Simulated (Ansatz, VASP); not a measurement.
**NaF in VASP and in Ansatz**

```
Na F
1.0
     0.00000    2.35028    2.35028
     2.35028    0.00000    2.35028
     2.35028    2.35028    0.00000
Na F
1 1
Direct
  0.00000 0.00000 0.00000
  0.50000 0.50000 0.50000
```

Alike in both runs: functional PBE; k mesh 8 × 8 × 8; no spin polarisation.

Ansatz relaxed the structure, and its values are those at the end. VASP's run is a single point on that final structure, the one shown.

|  | VASP | Ansatz |
| --- | --- | --- |
| version | VASP 6.6.1 | Ansatz 0.2.0 |
| potentials or method | VASP PAW PBE potentials, release 64 (Na_pv, F), cutoff 600 eV | scalar-relativistic, plane waves, PAW |
| occupations | methfessel-paxton of order 1, width 0.02 eV | cold, width 0.1 eV |
| valence electrons in the cell | 14 | 16 |

Ansatz gave:

| Property | Result |
| --- | --- |
| gap on the k mesh at the Fermi level (eV) | 6.09 |
| pressure (GPa) | 0.0 |

**Question.** Estimate VASP's values.

**Answer.** gap on the k mesh at the Fermi level (eV): 6.08; pressure (GPa): -0.2.

VASP's potentials hold 14 valence electrons a cell and Ansatz's 16, so a difference there can come from the potentials and not from the codes.
